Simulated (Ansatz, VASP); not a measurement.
## V: VASP beside Ansatz

Contents of INCAR:

```
SYSTEM = V
PREC = Accurate
ENCUT = 520
EDIFF = 1E-7
ISMEAR = -1
SIGMA = 0.1
LREAL = .FALSE.
LASPH = .TRUE.
NELM = 80
ALGO = Normal
ISIF = 2
LWAVE = .FALSE.
LCHARG = .FALSE.
GGA = PS
NBANDS = 26
```

File KPOINTS:

```
regular mesh
0
G
  9 9 15
  0 0 0
```

File POSCAR:

```
V
1.0
    4.5711650943      0.0000000000      0.0000000000
   -2.2855825471      3.9587450966      0.0000000000
    0.0000000000      0.0000000000      2.4426362064
V
3
Direct
    0.0000000000      0.0000000000      0.0000000000
    0.3333333333      0.6666666667      0.5000000000
    0.6666666667      0.3333333333      0.5000000000
```

Input for Ansatz:

```yaml
crystal:
  lattice:
    - [4.5711650943, 0.0, 0.0]
    - [-2.2855825471, 3.9587450966, 0.0]
    - [0.0, 0.0, 2.4426362064]
  atoms:
    - { symbol: V, position: [0.0, 0.0, 0.0] }
    - { symbol: V, position: [0.3333333333, 0.6666666667, 0.5] }
    - { symbol: V, position: [0.6666666667, 0.3333333333, 0.5] }
hamiltonian:
  xc: pbesol
  pseudopotentials:
    kind: paw
    azcp:
      V: "pseudopotentials/V.paw.azcp"
basis:
  ecutwfc: 420
  fft_grid_basis: typed
kpoints:
  mp_grid: { grid: [9, 9, 15], shift: [0, 0, 0] }
magnetization:
  spin_polarized: false
scf:
  occupations: { method: fermi_dirac, width: 0.1 }
  lower_state_search: "off"
output:
  stress: true
```

Alike in both runs: task single point; functional PBEsol; k mesh 9 × 9 × 15; occupations fermi-dirac, width 0.1 eV; no spin polarisation.

```csv
,VASP,Ansatz
version,VASP 6.6.1,Ansatz 0.2.0
potentials or method,"VASP PAW PBE potentials, release 64 (V_sv), cutoff 520 eV","plane waves (420 eV) with PAW, scalar-relativistic"
valence electrons in the cell,39,39
```

|  | VASP | Ansatz | Ansatz less VASP |
| --- | --- | --- | --- |
| pressure (GPa) | -17.1 | -17.3 | -0.19 |
| traceless stress, the component that is largest in VASP (GPa) | -0.25 | -0.33 | -0.080 |

VASP's potentials were made for PBE, not for PBEsol, and Ansatz warns of the same on its side.
